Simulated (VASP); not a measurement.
Set up this calculation in VASP 6.6.1, as the native input.

```
Task                   : single point
Functional             : PBE
Potentials or basis    : VASP PAW PBE potentials, release 64 (Zr_sv, Si)
Cutoff                 : 520 eV
k mesh                 : 6 × 6 × 6
Occupations            : gaussian, width 0.1 eV
Spin                   : no spin polarisation
Dipole correction      : no
Further INCAR settings : ALGO = Normal; EDIFF = 1e-06; NBANDS = 17
```

The structure of ZrSi2 lies in POSCAR:

```
ZrSi2
1.0
    4.0216367914      0.0000000000      0.0000000000
   -2.0108183957      3.4828396262      0.0000000000
    0.0000000000      0.0000000000      3.5861885478
Zr Si
1 2
Direct
    0.0000000000      0.0000000000      0.0000000000
    0.3333333333      0.6666666667      0.5000000000
    0.6666666667      0.3333333333      0.5000000000
```

The input as run:

INCAR

```
SYSTEM = ZrSi2
ALGO = Normal
EDIFF = 1E-6
ENCUT = 520
GGA = PE
ISIF = 2
ISMEAR = 0
LASPH = .True.
LCHARG = .True.
LELF = .True.
LREAL = .False.
LVHAR = .True.
LWAVE = .False.
NBANDS = 17
NELM = 60
PREC = Accurate
SIGMA = 0.1
```

KPOINTS

```
k-points
0
Gamma
  6 6 6
  0 0 0
```

Potentials or basis: VASP PAW PBE potentials, release 64 (Zr_sv, Si).

The run is started by

```sh
$ cat potpaw_PBE.64/Zr_sv/POTCAR potpaw_PBE.64/Si/POTCAR > POTCAR
$ mpirun -np 1 vasp_std > vasp.out
```

Results of the run:

```yaml
Pressure: 0.3 GPa
Band_gap_on_the_k_mesh: zero (bands 10 and 11 overlap by 1.70 eV)
```

It took 41 s on 1 thread of Intel(R) Xeon(R) Platinum 8259CL CPU @ 2.50GHz (Skylake/Cascade Lake) (shared host), peak memory 0.17 GiB.
